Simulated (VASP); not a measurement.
Runs of VASP 6.6.1 on WSe2. The structure is that of space group P-6m2 (No. 187), or close to it. The cells are those of the table. 

| cell | gap on the mesh (eV) | largest force (eV/Å) |
| --- | --- | --- |
| a = 3.314, b = 3.265, c = 16.659 Å, angles 90.0, 90.0, 120.5°, 3 atoms | 1.75 | 0.28 |
| a = 3.314, b = 3.215, c = 16.659 Å, angles 90.0, 90.0, 121.0°, 3 atoms | 1.86 | 0.55 |
| a = 3.314, b = 3.389, c = 16.659 Å, angles 90.0, 90.0, 119.3°, 3 atoms | 1.49 | 0.28 |
| a = 3.314, b = 3.339, c = 16.659 Å, angles 90.0, 90.0, 119.8°, 3 atoms | (a) | 0.07 |

Alike in all rows: task single point; level r2SCAN; potentials or basis VASP PAW PBE potentials, release 64 (W_sv, Se); no spin polarisation; k mesh 12 × 12 × 2; cutoff (eV) 520; smearing gaussian 0.05 eV.

Question: Fill in the values left out.

Answer: (a) 1.59.

Caveats: there is no dipole correction, which matters where the two faces differ; the PAW data sets were made with another functional, which shifts forces and pressure a little; spin-orbit coupling is left out, which moves the levels of the heavy elements.

A k mesh can miss the band edges, and the runs leave out spin-orbit coupling on Se, W.
